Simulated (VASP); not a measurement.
Runs of VASP 6.6.1 on Si. The structure is that of space group Immm (No. 71), or close to it. The cells are those of the table. 

```tsv
cell	gap on the mesh (eV)	pressure (GPa)
a = 2.655 Å, angles 108.8, 99.9, 120.4°, 1 atom	none	(b)
a = 2.663 Å, angles 113.3, 95.5, 120.5°, 1 atom	none	1.0
a = 2.654 Å, angles 101.0, 107.7, 120.3°, 1 atom	none	0.1
a = 2.657 Å, angles 98.8, 109.9, 120.4°, 1 atom	none	(a)
a = 2.658 Å, angles 97.7, 111.0, 120.4°, 1 atom	none	0.6
a = 2.660 Å, angles 96.6, 112.2, 120.5°, 1 atom	none	0.8
```

Alike in all rows: task single point; level LDA; potentials or basis VASP PAW LDA potentials, release 64 (Si); no spin polarisation; k mesh 22 × 22 × 22; cutoff (eV) 520; smearing gaussian 0.15 eV.

Task: Estimate the missing entries.

Result: (a) 0.4; (b) 0.2.

A gap of «none» marks levels without a gap at the run's occupations.
